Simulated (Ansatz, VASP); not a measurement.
One calculation of Rh, two programs

```
Rh
1.0
     0.00000    1.95860    1.87303
     1.95860    0.00000    1.87303
     1.95860    1.95860    0.00000
Rh
1
Cartesian
  0.0000 0.0000 0.0000
```

Change from the starting cell: strain +0.030 along x and y, -0.015 along z, atoms carried along.

Alike in both runs: task single point; functional r2SCAN; k mesh 22 × 22 × 22; occupations gaussian, width 0.15 eV; no spin polarisation.

|  | VASP | Ansatz |
| --- | --- | --- |
| version | VASP 6.6.1 | Ansatz 0.2.0 |
| potentials or method | VASP PAW PBE potentials, release 64 (Rh_pv), cutoff 520 eV | scalar-relativistic, plane waves, PAW |
| valence electrons in the cell | 15 | 17 |

VASP gave:

```
gap on the k mesh at the Fermi level (eV)                     : none
pressure (GPa)                                                : -10.3
traceless stress, the component that is largest in VASP (GPa) : 6.16
```

Which values does Ansatz return?

gap on the k mesh at the Fermi level (eV): none; pressure (GPa): -11.3; traceless stress, the component that is largest in VASP (GPa): 6.13.

VASP's potentials were made for PBE, not for r2SCAN. A gap of «none» marks a metal or a gap that the smearing closes. The functional is the same, so the differences come from potentials, cutoffs and numerics. VASP's potentials hold 15 valence electrons a cell and Ansatz's 17, so a difference there can come from the potentials and not from the codes.
